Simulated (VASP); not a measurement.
The system is NaF.

```
Na F
1.0
     2.79349    0.00000    0.00000
     0.00000    2.79349    0.00000
     0.00000    0.00000    2.79349
Na F
1 1
Direct
  0.00000 0.00000 0.00000
  0.50000 0.50000 0.50000
```

Base run:

```yaml
Program: VASP 6.6.1
Functional: PBE
Potentials_or_basis: VASP PAW PBE potentials, release 64 (Na_pv, F)
Cutoff: 520 eV
k_mesh: 10 × 10 × 10
Occupations: gaussian, width 0.01 eV
Spin: no spin polarisation
```

Its results: band gap on the k mesh 6.11 eV, indirect (least direct gap 6.45 eV); pressure 4.2 GPa.

**Question.** The run is repeated on the same cell with these changes: functional from PBE to r2SCAN. What comes out?

**Answer.** Band gap on the k mesh 7.11 eV, indirect (least direct gap 7.45 eV); pressure -0.9 GPa.

r2SCAN gives the wider gap, since meta-GGAs in the generalised Kohn-Sham scheme recover part of the derivative discontinuity.

Caveats: the PAW data sets were made with another functional, which shifts forces and pressure a little (some runs).

A k mesh can miss the band edges.
